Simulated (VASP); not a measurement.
MnPt2: single point with PBEsol

The system is MnPt2.

```
Pt Mn
1.0
     2.85840    0.00000    0.00000
    -1.42920    2.47545    0.00000
     0.00000    0.00000    6.53250
Pt Mn
2 1
Direct
  0.66667 0.33333 0.31621
  0.33333 0.66667 0.68379
  0.00000 0.00000 0.00000
```

```
Program             : VASP 6.6.1
Task                : single point
Functional          : PBEsol
Potentials or basis : VASP PAW PBE potentials, release 64 (Pt, Mn_pv)
Cutoff              : 520 eV
k mesh              : 9 × 9 × 4
Occupations         : fermi-dirac, width 0.05 eV
Spin                : collinear spin, ferromagnetic start
Starting moments    : [0.0, 0.0, 4.0] μB
Fixed moment        : 4 μB
```

| Item | Value |
| --- | --- |
| Pressure | -11.2 GPa |
| Largest force | 0.065 eV/Å |
| Net moment | 4.00 μB per cell |
| Site moments | Pt +0.14; Mn +3.55 μB |
| Valence electrons inside the program's atomic spheres | Pt 9.20; Mn 11.56 |

Forces on the atoms (eV/Å):
```
Pt   0.000  0.000  0.065
Pt   0.000  0.000 -0.065
Mn   0.000  0.000  0.000
```

Stress tensor (GPa, compression positive):
```
-12.53   0.00   0.00
  0.00 -12.53   0.00
  0.00   0.00  -8.63
```

Run time: 45 s on 1 thread of Intel(R) Xeon(R) 6975P-C (Granite Rapids), with other jobs on the host, peak memory 0.24 GiB.

Caveat: the cell stands under tension; the PAW data sets were made with another functional, which shifts forces and pressure a little; the total moment is fixed, so each spin has its own Fermi level and the state may be an excited one.
